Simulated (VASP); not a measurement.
Here is a VASP 6.6.1 calculation.

File INCAR:

```
ALGO = Normal
EDIFF = 1E-6
ENCUT = 520
GGA = RE
ISIF = 2
ISMEAR = -1
LASPH = True
LCHARG = True
LELF = True
LREAL = False
LVHAR = True
LWAVE = False
NBANDS = 13
NELM = 60
PREC = Accurate
SIGMA = 0.1
```

The input KPOINTS:

```
k-points
0
Gamma
  16 16 16
```

Contents of POSCAR:

```
Ru
1.0
   -1.5729412187      1.5729412187      1.5729412187
    1.5729412187     -1.5729412187      1.5729412187
    1.5729412187      1.5729412187     -1.5729412187
Ru
1
Direct
    0.0000000000      0.0000000000      0.0000000000
```

Potentials or basis: VASP PAW PBE potentials, release 64 (Ru_pv).

Launch:

```bash
$ cat potpaw_PBE.64/Ru_pv/POTCAR > POTCAR
$ mpirun -np 1 vasp_std > vasp.out
```

What does it give for the band gap on the k mesh?

Zero (band 7 reaches 12.21 eV, above the bottom of band 8 at 9.32 eV).

What does it give for the pressure?

-16.9 GPa.

Caveat: the PAW data sets were made with another functional, which shifts forces and pressure a little.
